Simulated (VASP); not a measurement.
A run of VASP 6.6.1 is set up as follows.

INCAR

```
SYSTEM = Ge
ALGO     = Normal         ! electronic algorithm
EDIFF    = 1E-6           ! SCF threshold, eV
ENCUT    = 520            ! plane-wave cutoff, eV
GGA      = PE             ! functional
ISIF     = 2              ! what is computed and relaxed
ISMEAR   = 0              ! smearing method
LASPH    = .True.         ! aspherical terms in the spheres
LCHARG   = .False.        ! write CHGCAR
LREAL    = .False.        ! projectors in reciprocal space
LWAVE    = .False.        ! write WAVECAR
NBANDS   = 21             ! bands
NELM     = 80             ! most SCF steps
PREC     = Accurate       ! precision mode
SIGMA    = 0.05           ! smearing width, eV
```

File KPOINTS:

```
k-points
0
Gamma
  14 14 14
  0 0 0
```

POSCAR

```
Ge
1.0
    0.0000000000      2.8522356578      2.8522356578
    2.8522356578      0.0000000000      2.8522356578
    2.8522356578      2.8522356578      0.0000000000
Ge
2
Direct
    0.5000000000      0.5000000000      0.5000000000
    0.7500000000      0.7500000000      0.7500000000
```

Potentials or basis: VASP PAW PBE potentials, release 64 (Ge_d).

The run is started by

```console
$ cat potpaw_PBE.64/Ge_d/POTCAR > POTCAR
$ mpirun -np 1 vasp_std > vasp.out
```

Question: Estimate the pressure.

Answer: 1.8 GPa.

Question: Estimate the band gap on the k mesh.

Answer: Zero (filled and empty bands touch).

Caveat: semilocal functionals underestimate gaps, so a narrow gap can read as zero.
